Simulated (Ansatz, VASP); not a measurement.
**SiC: VASP beside Ansatz**

The input INCAR:

```
PREC = Accurate
ENCUT = 520
EDIFF = 1E-6
ISMEAR = 0
SIGMA = 0.01
LREAL = False
LASPH = True
NELM = 80
ALGO = Normal
ISIF = 2
LWAVE = False
LCHARG = False
GGA = PS
NBANDS = 16
```

KPOINTS

```
Automatic mesh
0
Gamma
  12 12 4
```

File POSCAR:

```
SiC
1.0
    3.0238543330      0.0000000000      0.0000000000
   -1.5119271665      2.6187346677      0.0000000000
    0.0000000000      0.0000000000      4.9624241459
Si C
2 2
Direct
    0.3333333333      0.6666666667      0.0000000000
    0.6666666667      0.3333333333      0.5000000000
    0.3333333333      0.6666666667      0.3850000000
    0.6666666667      0.3333333333      0.8850000000
```

Input for Ansatz:

```yaml
crystal:
  lattice:
    - [3.023854332984034, 0.0, 0.0]
    - [-1.511927166492017, 2.6187346677014878, 0.0]
    - [0.0, 0.0, 4.962424145937387]
  atoms:
    - { symbol: Si, position: [0.3333333333333333, 0.6666666666666666, 0.0] }
    - { symbol: Si, position: [0.6666666666666666, 0.3333333333333333, 0.5] }
    - { symbol: C, position: [0.3333333333333333, 0.6666666666666666, 0.385] }
    - { symbol: C, position: [0.6666666666666666, 0.3333333333333333, 0.885] }
basis:
  ecutwfc: 462.593566181796
kpoints:
  mp_grid:
    grid: [12, 12, 4]
hamiltonian:
  xc: pbesol
scf:
  convergence:
    dr2_threshold: 1.0e-10
  occupations:
    method: fixed
output:
  stress: true
```

Alike in both runs: task single point; functional PBEsol; k mesh 12 × 12 × 4; no spin polarisation.

|  | VASP | Ansatz |
| --- | --- | --- |
| version | VASP 6.6.1 | Ansatz 0.2.0 |
| potentials or method | VASP PAW PBE potentials, release 64 (Si, C), cutoff 520 eV | plane waves, PAW |
| occupations | gaussian, width 0.01 eV | fixed |
| valence electrons in the cell | 16 | 16 |

```tsv
	VASP	Ansatz	Ansatz less VASP
pressure (GPa)	13.3	12.9	-0.38
traceless stress, the component that is largest in VASP (GPa)	-4.86	-4.81	+0.046
```

VASP's potentials were made for PBE, not for PBEsol.
